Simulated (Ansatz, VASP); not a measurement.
**GaN in VASP and in Ansatz**

```
Ga N
1.0
     0.00000    2.25350    2.25350
     2.25350    0.00000    2.25350
     2.25350    2.25350    0.00000
Ga N
1 1
Direct
  0.00643 0.99831 0.99469
  0.24250 0.24820 0.25662
```

Change from the starting cell: atoms moved at random, drawn with an rms of 0.05 Å.

Alike in both runs: task single point; functional PBEsol; k mesh 10 × 10 × 10; occupations fermi-dirac, width 0.05 eV; no spin polarisation.

|  | VASP | Ansatz |
| --- | --- | --- |
| version | VASP 6.6.1 | Ansatz 0.2.0 |
| potentials or method | VASP PAW PBE potentials, release 64 (Ga_d, N) | Ansatz PAW |
| plane-wave cutoff (eV) | 600 | 420 |
| valence electrons in the cell | 18 | 18 |

Ansatz gave:

```
gap on the k mesh at the Fermi level (eV)                     : 1.58
least direct gap on the mesh (eV)                             : 1.58
pressure (GPa)                                                : -0.9
traceless stress, the component that is largest in VASP (GPa) : 1.77
rms of the force components (eV/Å)                            : 0.285
```

Task: Estimate VASP's values.

Result: gap on the k mesh at the Fermi level (eV): 1.60; least direct gap on the mesh (eV): 1.60; pressure (GPa): -1.3; traceless stress, the component that is largest in VASP (GPa): 1.72; rms of the force components (eV/Å): 0.281.

VASP's potentials were made for PBE, not for PBEsol. Atom by atom the forces differ by 0.004 eV/Å (rms over components).
